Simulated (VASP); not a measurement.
# ZrO2 (Fm-3m) in VASP: further runs

Runs on ZrO2. Level: LDA. Tasks: vibrations by perturbation theory.

Everything below comes from runs of VASP 6.6.1. Logs are shortened: lines on timing, memory, paths and dates and some standing lists are left out, and cuts for length are marked.

### 1 The cell of the first run

Symmetry: Fm-3m, No. 225, cubic system. Conventional cell: a = 4.943 Å, b = 4.943 Å, c = 4.943 Å, α = 90.00°, β = 90.00°, γ = 90.00°. Within 2.8 Å of Zr (site symmetry m-3m) lie 8 O at 2.14 Å. Within 2.8 Å of O (site symmetry -43m) lie 4 Zr at 2.14 Å and 6 O at 2.47 Å.

### 2 Vibrations by perturbation theory, LDA

INCAR

```
SYSTEM = ZrO2
  PREC = Accurate
  ENCUT = 600
  EDIFF = 1E-8
  ISMEAR = 0
  SIGMA = 0.01
  LREAL = .FALSE.
  LASPH = .TRUE.
  NELM = 120
  ALGO = Normal
  ISIF = 2
  LWAVE = .FALSE.
  LCHARG = .FALSE.
  GGA = CA
  IBRION = 8
  NSW = 1
  LEPSILON = .TRUE.
  GGA_COMPAT = .FALSE.
```

KPOINTS

```
regular mesh
0
G
  8 8 8
  0 0 0
```

POSCAR

```
ZrO2
1.0
    0.0000000000      2.4717036910      2.4717036910
    2.4717036910      0.0000000000      2.4717036910
    2.4717036910      2.4717036910      0.0000000000
Zr O
1 2
Direct
    0.0000000000      0.0000000000      0.0000000000
    0.2500000000      0.2500000000      0.2500000000
    0.7500000000      0.7500000000      0.7500000000
```

Potentials or basis: VASP PAW LDA potentials, release 64 (Zr_sv, O).

The run is started by

```sh
> cat potpaw_LDA.64/Zr_sv/POTCAR potpaw_LDA.64/O/POTCAR > POTCAR
> mpirun -np 1 vasp_std > vasp.out
```

OUTCAR:

```text
SYSTEM = ZrO2
   PREC = Accurate
   ENCUT = 600
   EDIFF = 1E-8
   ISMEAR = 0
   LREAL = .FALSE.
   LASPH = .TRUE.
   NELM = 120
   ISIF = 2
   GGA = CA
   IBRION = 8
   NSW = 1
   LEPSILON = .TRUE.

 ion  position               nearest neighbor table
   1  0.000  0.000  0.000-   3 2.14   3 2.14   3 2.14   2 2.14   3 2.14   2 2.14   2 2.14   2 2.14

   2  0.250  0.250  0.250-   1 2.14   1 2.14   1 2.14   1 2.14
   3  0.750  0.750  0.750-   1 2.14   1 2.14   1 2.14   1 2.14

  LATTYP: Found a face centered cubic cell.
 ALAT       =     4.9434073820

  Lattice vectors:

 A1 = (   0.0000000000,   2.4717036910,   2.4717036910)
 A2 = (   2.4717036910,   0.0000000000,   2.4717036910)
 A3 = (   2.4717036910,   2.4717036910,   0.0000000000)

Analysis of symmetry for initial positions (statically):
=====================================================================
 Subroutine PRICEL returns:
 Original cell was already a primitive cell.

 Routine SETGRP: Setting up the symmetry group for a
 face centered cubic supercell.

 Subroutine GETGRP returns: Found 48 space group operations
 (whereof 48 operations were pure point group operations)
 out of a pool of 48 trial point group operations.

The static configuration has the point symmetry O_h .

Analysis of symmetry for dynamics (positions and initial velocities):
=====================================================================
 Subroutine PRICEL returns:
 Original cell was already a primitive cell.

 Routine SETGRP: Setting up the symmetry group for a
 face centered cubic supercell.

 Subroutine GETGRP returns: Found 48 space group operations
 (whereof 48 operations were pure point group operations)
 out of a pool of 48 trial point group operations.

The dynamic configuration has the point symmetry O_h .

[... 706 lines left out ...]
  --------------------------------------------------------------------------------
  x     0.00000     0.00000     0.00000     0.00000     0.00000     0.00000
  y     0.00000     0.00000     0.00000     0.00000     0.00000     0.00000
  z     0.00000     0.00000     0.00000     0.00000     0.00000     0.00000

 PIEZOELECTRIC TENSOR (including local field effects)  for field in x, y, z        (C/m^2)
          XX          YY          ZZ          XY          YZ          ZX
  --------------------------------------------------------------------------------
  x     0.00000     0.00000     0.00000     0.00000     0.00000     0.00000
  y     0.00000     0.00000     0.00000     0.00000     0.00000     0.00000
  z     0.00000     0.00000     0.00000     0.00000     0.00000     0.00000

 BORN EFFECTIVE CHARGES (including local field effects) (in |e|, cummulative output)
 ---------------------------------------------------------------------------------
 ion    1
    1     5.75991     0.00000     0.00000
    2     0.00000     5.75991     0.00000
    3     0.00000     0.00000     5.75991
 ion    2
    1    -2.87995     0.00000     0.00000
    2     0.00000    -2.87995     0.00000
    3     0.00000     0.00000    -2.87995
 ion    3
    1    -2.87995     0.00000     0.00000
    2     0.00000    -2.87995     0.00000
    3     0.00000     0.00000    -2.87995

 INTERNAL STRAIN TENSOR FOR ION    3 for displacements in x,y,z  (eV/Angst):
          X           Y           Z          XY          YZ          ZX
  --------------------------------------------------------------------------------
  x     0.00000    -0.00000    -0.00000     0.00000    11.13779     0.00000
  y     0.00000    -0.00000     0.00000     0.00000     0.00000    11.13779
  z     0.00000     0.00000     0.00000    11.13779     0.00000     0.00000

 SECOND DERIVATIVES (NOT SYMMETRIZED)
 ------------------------------------
               1X          1Y          1Z          2X          2Y          2Z          3X          3Y          3Z
  1X    -9.126036    0.000000    0.000000    4.563018    0.000000    0.000000    4.563018    0.000000    0.000000
  1Y     0.000000   -9.126036    0.000000    0.000000    4.563018    0.000000    0.000000    4.563018    0.000000
  1Z     0.000000    0.000000   -9.126036    0.000000    0.000000    4.563018    0.000000    0.000000    4.563018
  2X     4.572263    0.000000    0.000000  -13.931301    0.000000    0.000000    9.359038    0.000000    0.000000
  2Y     0.000000    4.572263    0.000000    0.000000  -13.931301    0.000000    0.000000    9.359038    0.000000
  2Z     0.000000    0.000000    4.572263    0.000000    0.000000  -13.931301    0.000000    0.000000    9.359038
  3X     4.572263    0.000000    0.000000    9.359038    0.000000    0.000000  -13.931301    0.000000    0.000000
  3Y     0.000000    4.572263    0.000000    0.000000    9.359038    0.000000    0.000000  -13.931301    0.000000
  3Z     0.000000    0.000000    4.572263    0.000000    0.000000    9.359038    0.000000    0.000000  -13.931301

 Eigenvectors and eigenvalues of the dynamical matrix
 ----------------------------------------------------

   1 f  =   18.861605 THz   118.510958 2PiTHz  629.155413 cm-1    78.005294 meV
             X         Y         Z           dx          dy          dz
      0.000000  0.000000  0.000000    -0.000000   -0.000000    0.000000
      1.235852  1.235852  1.235852    -0.000000   -0.000000   -0.707107
      3.707556  3.707556  3.707556     0.000000    0.000000    0.707107
[... 43 lines left out ...]
   9 f/i=    0.004307 THz     0.027061 2PiTHz    0.143662 cm-1     0.017812 meV
             X         Y         Z           dx          dy          dz
      0.000000  0.000000  0.000000    -0.818467    0.265907    0.010199
      1.235852  1.235852  1.235852    -0.342427    0.111249    0.004267
      3.707556  3.707556  3.707556    -0.342427    0.111249    0.004267

--------------------------------------------------------------------------------------------------------

 MACROSCOPIC STATIC DIELECTRIC TENSOR IONIC CONTRIBUTION
 ------------------------------------------------------
          21.767182    -0.000000    -0.000000
          -0.000000    21.767182     0.000000
          -0.000000     0.000000    21.767182
 ------------------------------------------------------

 ELASTIC MODULI CONTR FROM IONIC RELAXATION (kBar)
 Direction    XX          YY          ZZ          XY          YZ          ZX
 --------------------------------------------------------------------------------
 XX          -0.0000      0.0000     -0.0000     -0.0000     -0.0000     -0.0000
 YY           0.0000     -0.0000      0.0000     -0.0000      0.0000      0.0000
 ZZ          -0.0000      0.0000     -0.0000     -0.0000      0.0000     -0.0000
 XY          -0.0000     -0.0000     -0.0000   -565.1236     -0.0000     -0.0000
 YZ          -0.0000      0.0000      0.0000     -0.0000   -565.1236     -0.0000
 ZX          -0.0000      0.0000     -0.0000     -0.0000     -0.0000   -565.1236
 --------------------------------------------------------------------------------

 PIEZOELECTRIC TENSOR IONIC CONTR  for field in x, y, z        (C/m^2)
          XX          YY          ZZ          XY          YZ          ZX
  --------------------------------------------------------------------------------
  x     0.00000    -0.00000    -0.00000    -0.00000     0.00000    -0.00000
  y    -0.00000    -0.00000    -0.00000    -0.00000    -0.00000    -0.00000
  z     0.00000    -0.00000    -0.00000    -0.00000     0.00000     0.00000
```

OSZICAR:

```text
N       E                     dE             d eps       ncg     rms          rms(c)
DAV:   1     0.206350492970E+03    0.20635E+03   -0.16052E+04   928   0.174E+03
DAV:   2    -0.289910016663E+02   -0.23534E+03   -0.23167E+03  1192   0.413E+02
DAV:   3    -0.371506113437E+02   -0.81596E+01   -0.81525E+01  1312   0.791E+01
DAV:   4    -0.373289181391E+02   -0.17831E+00   -0.17829E+00  1296   0.896E+00
[... 302 lines left out ...]
RMM:  17    -0.361894751157E+00    0.21241E-08   -0.24992E-07  7219   0.386E-05    0.555E-06
RMM:  18    -0.361894753391E+00   -0.22346E-08   -0.21871E-07  6596   0.269E-05    0.625E-06
RMM:  19    -0.361894765156E+00   -0.11765E-07   -0.10433E-07  6618   0.214E-05    0.496E-06
RMM:  20    -0.361894767063E+00   -0.19067E-08   -0.98102E-08  5707   0.163E-05    0.476E-06
 Linear response finished
```

It took 6.7 min on 1 thread of AMD EPYC 9R45 (Zen 5), shared host; peak memory 0.28 GiB.

What came out:

| Property | Result |
| --- | --- |
| Electronic dielectric tensor (diagonal) | 5.78 |
| Born charges (mean of the diagonal) | Zr +5.76; O -2.88 e |
| Highest phonon frequency at Γ, LO-TO splitting left out | 629 cm⁻¹ |

Phonon frequencies in cm⁻¹ (negative: imaginary):
| q point | frequencies |
| --- | --- |
| (0.000, 0.000, 0.000) | 0 0 0 324 324 324 629 629 629 |

Electronic dielectric tensor:
```
5.78 0.00 0.00
0.00 5.78 0.00
0.00 0.00 5.78
```

Born effective charge tensors (e):
atom 1, Zr
```
5.76 0.00 0.00
0.00 5.76 0.00
0.00 0.00 5.76
```
atom 2, O
```
-2.88  0.00  0.00
 0.00 -2.88  0.00
 0.00  0.00 -2.88
```
atom 3, O
```
-2.88  0.00  0.00
 0.00 -2.88  0.00
 0.00  0.00 -2.88
```

Caveat: the cell stands under pressure or tension, which shifts response properties.

### 3 Vibrations by perturbation theory, LDA

This run uses another cell than the first one, of 10.29 Å³/atom.

INCAR

```
SYSTEM = ZrO2
PREC = Accurate ; ENCUT = 600
EDIFF = 1E-8 ; ISMEAR = 0
SIGMA = 0.01 ; LREAL = .FALSE.
LASPH = .TRUE. ; NELM = 120
ALGO = Normal ; ISIF = 2
LWAVE = .FALSE. ; LCHARG = .TRUE.
GGA = CA ; NBANDS = 19
IBRION = 8 ; NSW = 1
LEPSILON = .TRUE. ; GGA_COMPAT = .FALSE.
```

KPOINTS is that of step 2.

POSCAR

```
ZrO2
1.0
    0.0000000000      2.4899076121      2.4899076121
    2.4899076121      0.0000000000      2.4899076121
    2.4899076121      2.4899076121      0.0000000000
Zr O
1 2
Direct
    0.0000000000      0.0000000000      0.0000000000
    0.2500000000      0.2500000000      0.2500000000
    0.7500000000      0.7500000000      0.7500000000
```

Potentials or basis: VASP PAW LDA potentials, release 64 (Zr_sv, O).

The run is started by

```sh
> cat potpaw_LDA.64/Zr_sv/POTCAR potpaw_LDA.64/O/POTCAR > POTCAR
> mpirun -np 1 vasp_std > vasp.out
```

OUTCAR:

```text
SYSTEM = ZrO2
   PREC = Accurate
   ENCUT = 600
   EDIFF = 1E-8
   ISMEAR = 0
   LREAL = .FALSE.
   LASPH = .TRUE.
   NELM = 120
   ISIF = 2
   GGA = CA
   IBRION = 8
   NSW = 1
   LEPSILON = .TRUE.

 ion  position               nearest neighbor table
   1  0.000  0.000  0.000-   3 2.16   3 2.16   3 2.16   2 2.16   3 2.16   2 2.16   2 2.16   2 2.16

   2  0.250  0.250  0.250-   1 2.16   1 2.16   1 2.16   1 2.16
   3  0.750  0.750  0.750-   1 2.16   1 2.16   1 2.16   1 2.16

  LATTYP: Found a face centered cubic cell.
 ALAT       =     4.9798152242

  Lattice vectors:

 A1 = (   0.0000000000,   2.4899076121,   2.4899076121)
 A2 = (   2.4899076121,   0.0000000000,   2.4899076121)
 A3 = (   2.4899076121,   2.4899076121,   0.0000000000)

Analysis of symmetry for initial positions (statically):
=====================================================================
 Subroutine PRICEL returns:
 Original cell was already a primitive cell.

 Routine SETGRP: Setting up the symmetry group for a
 face centered cubic supercell.

 Subroutine GETGRP returns: Found 48 space group operations
 (whereof 48 operations were pure point group operations)
 out of a pool of 48 trial point group operations.

The static configuration has the point symmetry O_h .

Analysis of symmetry for dynamics (positions and initial velocities):
=====================================================================
 Subroutine PRICEL returns:
[... 803 lines left out ...]
 ion    1
    1     5.75151     0.00000     0.00000
    2     0.00000     5.75151     0.00000
    3     0.00000     0.00000     5.75151
 ion    2
    1    -2.87575     0.00000     0.00000
    2     0.00000    -2.87575     0.00000
    3     0.00000     0.00000    -2.87575
 ion    3
    1    -2.87575     0.00000     0.00000
    2     0.00000    -2.87575     0.00000
    3     0.00000     0.00000    -2.87575

 INTERNAL STRAIN TENSOR FOR ION    3 for displacements in x,y,z  (eV/Angst):
          X           Y           Z          XY          YZ          ZX
  --------------------------------------------------------------------------------
  x     0.00000    -0.00000    -0.00000     0.00000     9.78474     0.00000
  y    -0.00000     0.00000    -0.00000     0.00000     0.00000     9.78474
  z    -0.00000    -0.00000     0.00000     9.78474     0.00000     0.00000

 SECOND DERIVATIVES (NOT SYMMETRIZED)
 ------------------------------------
               1X          1Y          1Z          2X          2Y          2Z          3X          3Y          3Z
  1X    -7.838007    0.000000    0.000000    3.919004    0.000000    0.000000    3.919004    0.000000    0.000000
  1Y     0.000000   -7.838007    0.000000    0.000000    3.919004    0.000000    0.000000    3.919004    0.000000
  1Z     0.000000    0.000000   -7.838007    0.000000    0.000000    3.919004    0.000000    0.000000    3.919004
  2X     3.922713    0.000000    0.000000  -12.860836    0.000000    0.000000    8.938123    0.000000    0.000000
  2Y     0.000000    3.922713    0.000000    0.000000  -12.860836    0.000000    0.000000    8.938123    0.000000
  2Z     0.000000    0.000000    3.922713    0.000000    0.000000  -12.860836    0.000000    0.000000    8.938123
  3X     3.922713    0.000000    0.000000    8.938123    0.000000    0.000000  -12.860836    0.000000    0.000000
  3Y     0.000000    3.922713    0.000000    0.000000    8.938123    0.000000    0.000000  -12.860836    0.000000
  3Z     0.000000    0.000000    3.922713    0.000000    0.000000    8.938123    0.000000    0.000000  -12.860836

 Eigenvectors and eigenvalues of the dynamical matrix
 ----------------------------------------------------

   1 f  =   18.247720 THz   114.653808 2PiTHz  608.678429 cm-1    75.466473 meV
             X         Y         Z           dx          dy          dz
      0.000000  0.000000  0.000000     0.000000   -0.000000    0.000000
      1.244954  1.244954  1.244954     0.707053   -0.008749   -0.000000
      3.734861  3.734861  3.734861    -0.707053    0.008749    0.000000
[... 43 lines left out ...]
   9 f/i=    0.001865 THz     0.011720 2PiTHz    0.062221 cm-1     0.007714 meV
             X         Y         Z           dx          dy          dz
      0.000000  0.000000  0.000000    -0.056281   -0.129663   -0.848830
      1.244954  1.244954  1.244954    -0.023559   -0.054277   -0.355321
      3.734861  3.734861  3.734861    -0.023559   -0.054277   -0.355321

--------------------------------------------------------------------------------------------------------

 MACROSCOPIC STATIC DIELECTRIC TENSOR IONIC CONTRIBUTION
 ------------------------------------------------------
          24.729007     0.000000    -0.000000
           0.000000    24.729007     0.000000
          -0.000000     0.000000    24.729007
 ------------------------------------------------------

 ELASTIC MODULI CONTR FROM IONIC RELAXATION (kBar)
 Direction    XX          YY          ZZ          XY          YZ          ZX
 --------------------------------------------------------------------------------
 XX          -0.0000      0.0000      0.0000      0.0000     -0.0000      0.0000
 YY           0.0000     -0.0000      0.0000      0.0000      0.0000     -0.0000
 ZZ           0.0000      0.0000     -0.0000     -0.0000      0.0000      0.0000
 XY           0.0000      0.0000     -0.0000   -455.8517     -0.0000     -0.0000
 YZ          -0.0000      0.0000      0.0000     -0.0000   -455.8517     -0.0000
 ZX           0.0000     -0.0000      0.0000     -0.0000     -0.0000   -455.8517
 --------------------------------------------------------------------------------

 PIEZOELECTRIC TENSOR IONIC CONTR  for field in x, y, z        (C/m^2)
          XX          YY          ZZ          XY          YZ          ZX
  --------------------------------------------------------------------------------
  x    -0.00000     0.00000     0.00000     0.00000    -0.00000     0.00000
  y    -0.00000    -0.00000     0.00000     0.00000    -0.00000    -0.00000
  z    -0.00000     0.00000     0.00000     0.00000    -0.00000     0.00000
```

It took 6.5 min on 1 thread of AMD EPYC 9R45 (Zen 5), shared host; peak memory 0.31 GiB.

What came out:

```
Electronic dielectric tensor (diagonal)                 : 5.79
Born charges (mean of the diagonal)                     : Zr +5.75; O -2.88 e
Highest phonon frequency at Γ, LO-TO splitting left out : 609 cm⁻¹
```

Phonon frequencies in cm⁻¹ (negative: imaginary):
```
              q point                    frequencies
(0.000, 0.000, 0.000)  0 0 0 300 300 300 609 609 609
```

Electronic dielectric tensor:
```
5.79 0.00 0.00
0.00 5.79 0.00
0.00 0.00 5.79
```

Born effective charge tensors (e):
atom 1, Zr
```
5.75 0.00 0.00
0.00 5.75 0.00
0.00 0.00 5.75
```
atom 2, O
```
-2.88  0.00  0.00
 0.00 -2.88  0.00
 0.00  0.00 -2.88
```
atom 3, O
```
-2.88  0.00  0.00
 0.00 -2.88  0.00
 0.00  0.00 -2.88
```

Caveat: the cell stands under pressure or tension, which shifts response properties.

(Part 1 of 2 ends here.)
